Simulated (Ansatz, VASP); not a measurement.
**One calculation of CuO, two programs**

```
Cu O
1.0
     3.11067    0.00000    0.00000
     0.00000    3.11067    0.00000
     0.00000    0.00000    4.55462
Cu O
2 2
Cartesian
  0.0000 0.0000 0.0000
  1.5553 1.5553 0.0000
  1.5553 0.0000 1.2161
  0.0000 1.5553 3.3385
```

Alike in both runs: task single point; functional PBE; k mesh 8 × 8 × 6; occupations fermi-dirac, width 0.05 eV; no spin polarisation.

|  | VASP | Ansatz |
| --- | --- | --- |
| version | VASP 6.6.1 | Ansatz 0.2.0 |
| potentials or method | VASP PAW PBE potentials, release 64 (Cu_sv_GW, O) | Ansatz PAW |
| plane-wave cutoff (eV) | 700 | 420 |
| valence electrons in the cell | 50 | 50 |

VASP gave:

* gap on the k mesh at the Fermi level (eV): none
* pressure (GPa): 27.2
* traceless stress, the component that is largest in VASP (GPa): -30.81
* rms of the force components (eV/Å): 0.018

Question: Which values does Ansatz return?

Answer: gap on the k mesh at the Fermi level (eV): none; pressure (GPa): 29.6; traceless stress, the component that is largest in VASP (GPa): -30.66; rms of the force components (eV/Å): 0.037.

Atom by atom the forces differ by 0.019 eV/Å (rms over components). A gap of «none» marks a metal or a gap that the smearing closes.
